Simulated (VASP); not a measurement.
# TlNi3O8 (C2/m) in VASP: single point with PBE+U

Aim: the single point of TlNi3O8 with PBE+U.

Everything below comes from runs of VASP 6.6.1. Logs are shortened: lines on timing, memory, paths and dates and some standing lists are left out, and cuts for length are marked.

## Step 1: The cell of the first run

Symmetry: C2/m, No. 12, monoclinic system. Conventional cell: a = 8.382 Å, b = 5.350 Å, c = 7.483 Å, α = 90.00°, β = 95.00°, γ = 90.00°. Ni (site symmetry m) has 4 O at 1.73 to 1.75 Å within 2.3 Å. Ni (site symmetry 2/m) has 6 O at 1.83 to 1.93 Å within 2.4 Å. Within 2.3 Å of O (site symmetry m) lie 2 Ni at 1.74 to 1.83 Å. Within 2.3 Å of O (site symmetry 1) lie 2 Ni at 1.75 to 1.93 Å. O (site symmetry m) has 1 Ni at 1.73 Å within 2.3 Å. Within 3.2 Å of Tl (site symmetry 2/m) lie 6 O at 2.38 to 2.62 Å.

## Step 2: Single point, PBE+U, collinear spin, ferromagnetic start

The input, INCAR:

```
  PREC = Accurate
  ENCUT = 520
  EDIFF = 1E-6
  ISMEAR = -1
  SIGMA = 0.1
  LREAL = F
  LASPH = T
  NELM = 150
  ALGO = Normal
  ISIF = 2
  LWAVE = F
  LCHARG = F
  ISPIN = 2
  MAGMOM = 2 2 2 0 0 0 0 0 0 0 0 0
  LORBIT = 11
  LMAXMIX = 4
  LDAU = T
  LDAUTYPE = 2
  LDAUL = 2 -1 -1
  LDAUU = 1.2 0 0
  LDAUJ = 0 0 0
  LDAUPRINT = 1
  GGA = PE
  NBANDS = 62
```

The input, KPOINTS:

```
regular mesh
0
Gamma
  4 4 3
```

The input, POSCAR:

```
TlNi3O8
1.0
    4.1911901100      2.6751241200      0.0000000000
    4.1911901100     -2.6751241200      0.0000000000
    0.6521431600      0.0000000000     -7.4540495700
Ni O Tl
3 8 1
Direct
    0.6382422750      0.6382422750      0.7128199427
    0.3617577250      0.3617577250      0.2871800573
    0.0000000000      0.0000000000      0.5000000000
    0.2195974694      0.2195974694      0.4710425511
    0.7804025306      0.7804025306      0.5289574489
    0.2538151260      0.7797230724      0.6926152412
    0.2202769276      0.7461848740      0.3073847588
    0.7461848740      0.2202769276      0.3073847588
    0.7797230724      0.2538151260      0.6926152412
    0.7349760382      0.7349760382      0.9071645436
    0.2650239618      0.2650239618      0.0928354564
    0.0000000000      0.0000000000      0.0000000000
```

Potentials or basis: VASP PAW PBE potentials, release 64 (Ni, O, Tl_d).

Started as:

```bash
> cat potpaw_PBE.64/Ni/POTCAR potpaw_PBE.64/O/POTCAR potpaw_PBE.64/Tl_d/POTCAR > POTCAR
> mpirun -np 1 vasp_std > vasp.out
```

OUTCAR:

```text
PREC = Accurate
   ENCUT = 520
   EDIFF = 1E-6
   ISMEAR = -1
   LREAL = F
   LASPH = T
   NELM = 150
   ISIF = 2
   ISPIN = 2
   LORBIT = 11
   GGA = PE

 ion  position               nearest neighbor table
   1  0.638  0.638  0.713-  10 1.73   5 1.74   9 1.75   6 1.75  12 3.56  12 3.56
   2  0.362  0.362  0.287-  11 1.73   4 1.74   8 1.75   7 1.75  12 3.56  12 3.56
   3  0.000  0.000  0.500-   4 1.83   5 1.83   6 1.93   7 1.93   8 1.93   9 1.93
   4  0.220  0.220  0.471-   2 1.74   3 1.83
   5  0.780  0.780  0.529-   1 1.74   3 1.83
   6  0.254  0.780  0.693-   1 1.75   3 1.93  12 2.62
   7  0.220  0.746  0.307-   2 1.75   3 1.93  12 2.62
   8  0.746  0.220  0.307-   2 1.75   3 1.93  12 2.62
   9  0.780  0.254  0.693-   1 1.75   3 1.93  12 2.62
  10  0.735  0.735  0.907-   1 1.73  12 2.38
  11  0.265  0.265  0.093-   2 1.73  12 2.38
  12  0.000  0.000  0.000-  10 2.38  11 2.38   8 2.62   9 2.62   6 2.62   7 2.62   1 3.56   1 3.56
                             2 3.56   2 3.56

  LATTYP: Found a base centered monoclinic cell.
 ALAT       =     8.3823802200
 B/A-ratio  =     0.6382731515
 C/A-ratio  =     0.8926489238
 COS(beta)  =    -0.0871555206

  Lattice vectors:

 A1 = (  -4.1911901100,  -2.6751241200,   0.0000000000)
 A2 = (  -4.1911901100,   2.6751241200,   0.0000000000)
 A3 = (   0.6521431600,   0.0000000000,  -7.4540495700)

Analysis of symmetry for initial positions (statically):
=====================================================================
 Subroutine PRICEL returns:
 Original cell was already a primitive cell.

 Routine SETGRP: Setting up the symmetry group for a
 base centered monoclinic supercell.

 Subroutine GETGRP returns: Found  4 space group operations
 (whereof  4 operations were pure point group operations)
 out of a pool of  4 trial point group operations.

The static configuration has the point symmetry C_2h.

Analysis of symmetry for dynamics (positions and initial velocities):
=====================================================================
 Subroutine PRICEL returns:
 Original cell was already a primitive cell.

 Routine SETGRP: Setting up the symmetry group for a
 base centered monoclinic supercell.

 Subroutine GETGRP returns: Found  4 space group operations
 (whereof  4 operations were pure point group operations)
 out of a pool of  4 trial point group operations.

The dynamic configuration has the point symmetry C_2h.

Analysis of structural, dynamic, and magnetic symmetry:
=====================================================================
 Subroutine PRICEL returns:
 Original cell was already a primitive cell.

 Routine SETGRP: Setting up the symmetry group for a
 base centered monoclinic supercell.

 Subroutine GETGRP returns: Found  4 space group operations
 (whereof  4 operations were pure point group operations)
 out of a pool of  4 trial point group operations.

The overall configuration has the point symmetry C_2h.

 Subroutine INISYM returns: Found  4 space group operations
 (whereof  4 operations are pure point group operations),
 and found     1 'primitive' translations

----------------------------------------------------------------------------------------

                                     Primitive cell

  volume of cell :     167.1489

  direct lattice vectors                    reciprocal lattice vectors
     4.191190110  2.675124120  0.000000000     0.119297857  0.186907215  0.010437183
     4.191190110 -2.675124120  0.000000000     0.119297857 -0.186907215  0.010437183
     0.652143160  0.000000000 -7.454049570     0.000000000  0.000000000 -0.134155266

  length of vectors
     4.972158847  4.972158847  7.482522682     0.221980226  0.221980226  0.134155266

  position of ions in fractional coordinates (direct lattice)
     0.638242275  0.638242275  0.712819943
     0.361757725  0.361757725  0.287180057
     1.000000000  1.000000000  0.500000000
     0.219597469  0.219597469  0.471042551
     0.780402531  0.780402531  0.528957449
     0.253815126  0.779723072  0.692615241
     0.220276928  0.746184874  0.307384759
     0.746184874  0.220276928  0.307384759
     0.779723072  0.253815126  0.692615241
     0.734976038  0.734976038  0.907164544
     0.265023962  0.265023962  0.092835456
     0.000000000  0.000000000  0.000000000

  ion indices of the primitive-cell ions
   primitive index   ion index
                 1           1
[... 83 lines left out ...]
   POTIM  = 0.5000    time-step for ionic-motion
   TEBEG  =    0.0;   TEEND  =   0.0 temperature during run
   PSTRESS=    0.0 pullay stress
   NELECT =      91.0000    total number of electrons
   NUPDOWN=      -1.0000    fix difference up-down
   EMIN   =  10.00;   EMAX   =-10.00  energy-range for DOS
   EFERMI =   0.00;   METHOD = LEGACY
   ISMEAR =    -1;   SIGMA  =   0.10  broadening in eV -4-tet -1-fermi 0-gaus
   EFERMI_NEDOS =   21; number of points for ismear=-14 and -15
   IALGO  =     38    algorithm
   IMIX   =      4    mixing-type and parameters
     AMIX     =   0.40;   BMIX     =  1.00
     AMIX_MAG =   1.60;   BMIX_MAG =  1.00
  volume/ion in A,a.u.               =      13.93        94.00
  Fermi-wavevector in a.u.,A,eV,Ry     =   1.336762  2.526114 24.312696  1.786933
  Thomas-Fermi vector in A             =   2.465363
   LORBIT       =     11    0 simple, 1 ext, 2 COOP (PROOUT), +10 PAW based schemes
 LDA+U is selected, type is set to LDAUTYPE =  2
   angular momentum for each species LDAUL =     2   -1   -1
   U (eV)           for each species LDAUU =   1.2  0.0  0.0
   J (eV)           for each species LDAUJ =   0.0  0.0  0.0
   GGA     = PE    functional components
   LHFCALC =     F    Hartree Fock is set to
   AEXX    =    0.0000 exact exchange contribution
   IVDW    =     0    specifies the selected vdW correction
   LEPSILON=     F    determine dielectric tensor
   LRPA    =     F    only Hartree local field effects (RPA)
 spin polarized calculation
  energy-cutoff  :      520.00
  volume of cell :      167.15
 maximum number of plane-waves:      4512
 NGX is ok and might be reduce to    40
   NGX = 19   NGY = 19   NGZ = 27

atom =   1  type =  1  l = 2

 onsite density matrix

spin component  1
[... 83 lines left out ...]
  o =  0.5698  v =  0.0000  0.0000  0.0000  0.0000  0.0000  0.4434 -0.8963  0.0000  0.0000  0.0000      0.0000  0.0000  0.0000  0.0000  0.0000  0.0000  0.0000  0.0000  0.0000  0.0000
  o =  0.5931  v =  0.0000  0.0000  0.0000  0.0000  0.0000  0.0000  0.0000  0.4189 -0.5087 -0.7522      0.0000  0.0000  0.0000  0.0000  0.0000  0.0000  0.0000  0.0000  0.0000  0.0000
  o =  0.6951  v =  0.0000  0.0000 -0.5499  0.2294  0.8031  0.0000  0.0000  0.0000  0.0000  0.0000      0.0000  0.0000  0.0000  0.0000  0.0000  0.0000  0.0000  0.0000  0.0000  0.0000
  o =  0.7253  v =  0.0970 -0.9953  0.0000  0.0000  0.0000  0.0000  0.0000  0.0000  0.0000  0.0000      0.0000  0.0000  0.0000  0.0000  0.0000  0.0000  0.0000  0.0000  0.0000  0.0000
  o =  0.8760  v =  0.0000  0.0000  0.0000  0.0000  0.0000 -0.8963 -0.4434  0.0000  0.0000  0.0000      0.0000  0.0000  0.0000  0.0000  0.0000  0.0000  0.0000  0.0000  0.0000  0.0000
  o =  0.9162  v =  0.0000  0.0000  0.0000  0.0000  0.0000  0.0000  0.0000 -0.5439 -0.8039  0.2408      0.0000  0.0000  0.0000  0.0000  0.0000  0.0000  0.0000  0.0000  0.0000  0.0000
  o =  0.9421  v =  0.0000  0.0000  0.0000  0.0000  0.0000  0.0000  0.0000 -0.7272  0.3082 -0.6134      0.0000  0.0000  0.0000  0.0000  0.0000  0.0000  0.0000  0.0000  0.0000  0.0000
  o =  0.9445  v =  0.0000  0.0000  0.8155  0.3551  0.4570  0.0000  0.0000  0.0000  0.0000  0.0000      0.0000  0.0000  0.0000  0.0000  0.0000  0.0000  0.0000  0.0000  0.0000  0.0000
  o =  0.9604  v =  0.0000  0.0000  0.1803 -0.9062  0.3824  0.0000  0.0000  0.0000  0.0000  0.0000      0.0000  0.0000  0.0000  0.0000  0.0000  0.0000  0.0000  0.0000  0.0000  0.0000
  o =  0.9753  v = -0.9953 -0.0970  0.0000  0.0000  0.0000  0.0000  0.0000  0.0000  0.0000  0.0000      0.0000  0.0000  0.0000  0.0000  0.0000  0.0000  0.0000  0.0000  0.0000  0.0000

 number of electron      91.0000025 magnetization       3.8100528

 Free energy of the ion-electron system (eV)
  ---------------------------------------------------
  ext. energy  EPLUGINS =         0.00000000
  ---------------------------------------------------
  free energy    TOTEN  =       -58.98445636 eV

  energy without entropy =      -58.70112918  energy(sigma->0) =      -58.84279277

 E-fermi :   1.5832     XC(G=0):  -9.6421

 val. band max:        1.5797282851   @ k =   0.0000   0.0000   0.0000
 cond. band min:       1.5950507246   @ k =   0.2500   0.0000   0.0000
 fundamental gap:      0.0153224394
 Fermi energy:         1.5832299510

 spin component 1

 k-point     1 :       0.0000    0.0000    0.0000
  band No.  band energies     occupation
      1     -17.1840      1.00000
      2     -16.3365      1.00000
      3     -16.0567      1.00000
      4     -16.0407      1.00000
      5     -15.7839      1.00000
      6     -15.7649      1.00000
[... 1009 lines left out ...]
     56       9.1514      0.00000
     57      10.6256      0.00000
 Fermi energy:         1.5832299510

 spin component 2

 k-point     1 :       0.0000    0.0000    0.0000
  band No.  band energies     occupation
      1     -16.7911      1.00000
      2     -16.0195      1.00000
      3     -15.6072      1.00000
      4     -15.4906      1.00000
      5     -15.4546      1.00000
      6     -15.4288      1.00000
[... 1009 lines left out ...]
     56       9.2657      0.00000
     57      10.7465      0.00000
 [bands above 57 left out]

------------------------ aborting loop because EDIFF is reached ----------------------------------------

  FORCE on cell =-STRESS in cart. coord.  units (eV):
  Direction    XX          YY          ZZ          XY          YZ          ZX
  --------------------------------------------------------------------------------------
  -------------------------------------------------------------------------------------
  Total       -4.1942356     -0.4020849     -5.8703902      0.0000000      0.0000000      3.7528067
  in kB      -40.2031269     -3.8541159    -56.2696198      0.0000000      0.0000000     35.9718862
  external PRESSURE =     -33.4422876 kB  Pullay stress =       0.0000000 kB

 VOLUME and BASIS-vectors are now :
 -----------------------------------------------------------------------------
  energy-cutoff  :      520.00
  volume of cell :      167.15
      direct lattice vectors                 reciprocal lattice vectors
     4.191190110  2.675124120  0.000000000     0.119297857  0.186907215  0.010437183
     4.191190110 -2.675124120  0.000000000     0.119297857 -0.186907215  0.010437183
     0.652143160  0.000000000 -7.454049570     0.000000000  0.000000000 -0.134155266

 POSITION                                       TOTAL-FORCE (eV/Angst)
 -----------------------------------------------------------------------------------
      5.81485      0.00000     -5.31340         0.018837     -0.000000     -0.009008
      3.21967      0.00000     -2.14065        -0.018837     -0.000000      0.009008
      0.32607      0.00000     -3.72702        -0.000000     -0.000000      0.000000
      2.14794      0.00000     -3.51117        -0.015203     -0.000000     -0.019875
      6.88659      0.00000     -3.94288         0.015203     -0.000000      0.019875
      4.78344     -1.40687     -5.16279        -0.005734     -0.042491      0.003286
      4.25108     -1.40687     -2.29126         0.005734     -0.042491     -0.003286
      4.25108      1.40687     -2.29126         0.005734      0.042491     -0.003286
      4.78344      1.40687     -5.16279        -0.005734      0.042491      0.003286
      6.75245      0.00000     -6.76205         0.045371     -0.000000     -0.032615
      2.28207      0.00000     -0.69200        -0.045371     -0.000000      0.032615
      0.00000      0.00000      0.00000        -0.000000      0.000000      0.000000
 -----------------------------------------------------------------------------------
    total drift:                                0.000000     -0.000000     -0.000000

  FREE ENERGIE OF THE ION-ELECTRON SYSTEM (eV)
  ---------------------------------------------------
  free  energy   TOTEN  =       -58.9844563616 eV

  energy  without entropy=      -58.7011291826  energy(sigma->0) =      -58.84279277

 total charge

# of ion       s       p       d       tot
------------------------------------------
    1        0.558   0.813   8.253   9.625
    2        0.558   0.813   8.253   9.625
    3        0.453   0.695   8.168   9.316
    4        1.599   3.267   0.000   4.866
    5        1.599   3.267   0.000   4.866
    6        1.592   3.288   0.000   4.881
    7        1.592   3.288   0.000   4.881
    8        1.592   3.288   0.000   4.881
    9        1.592   3.288   0.000   4.881
   10        1.597   3.243   0.000   4.840
   11        1.597   3.243   0.000   4.840
   12        0.984   0.240   9.726  10.949
--------------------------------------------------
tot         15.315  28.735  34.400  78.450

 magnetization (x)

# of ion       s       p       d       tot
------------------------------------------
    1       -0.004   0.022   0.714   0.732
    2       -0.004   0.022   0.714   0.732
    3        0.002  -0.002   0.404   0.403
    4        0.007   0.294   0.000   0.301
    5        0.007   0.294   0.000   0.301
    6        0.005   0.161   0.000   0.166
    7        0.005   0.161   0.000   0.166
    8        0.005   0.161   0.000   0.166
    9        0.005   0.161   0.000   0.166
   10        0.003   0.167   0.000   0.170
   11        0.003   0.167   0.000   0.170
   12       -0.025   0.005   0.001  -0.018
--------------------------------------------------
tot          0.007   1.615   1.833   3.455
```

It took 12 min on 1 thread of Intel Xeon Platinum 8259CL at 2.50GHz (Skylake/Cascade Lake), shared host; peak memory 0.51 GiB.

Results:

```
Free energy                                           : -58.9845 eV
Pressure                                              : -3.3 GPa
Largest force                                         : 0.056 eV/Å
Net moment                                            : 3.81 μB per cell
Site moments                                          : Ni +0.73, +0.40; O +0.30, +0.17; Tl -0.02 μB
Valence electrons inside the program's atomic spheres : Ni 9.62, 9.32; O 4.87, 4.88, 4.84; Tl 10.95
```

Forces in eV/Å, atoms in the order of the input:
```
Ni   0.019  0.000 -0.009
Ni  -0.019  0.000  0.009
Ni   0.000  0.000  0.000
O   -0.015  0.000 -0.020
O    0.015  0.000  0.020
O   -0.006 -0.042  0.003
O    0.006 -0.042 -0.003
O    0.006  0.042 -0.003
O   -0.006  0.042  0.003
O    0.045  0.000 -0.033
O   -0.045  0.000  0.033
Tl   0.000  0.000  0.000
```

Stress tensor (GPa, compression positive):
```
-4.02  0.00  3.60
 0.00 -0.39  0.00
 3.60  0.00 -5.63
```

Eigenvalues of the final occupation matrices:
```tsv
site	spin	trace	eigenvalues
site 1 d	1	4.50	0.79 0.85 0.91 0.97 0.99
site 1 d	2	3.79	0.64 0.66 0.67 0.88 0.93
site 2 d	1	4.50	0.79 0.85 0.91 0.97 0.99
site 2 d	2	3.79	0.64 0.66 0.67 0.88 0.93
site 3 d	1	4.30	0.70 0.73 0.94 0.96 0.98
site 3 d	2	3.90	0.57 0.59 0.88 0.92 0.94
```

Caveat: spin-orbit coupling is left out, which moves the levels of the heavy elements. The state reached can hang on the start; a lower one may exist.
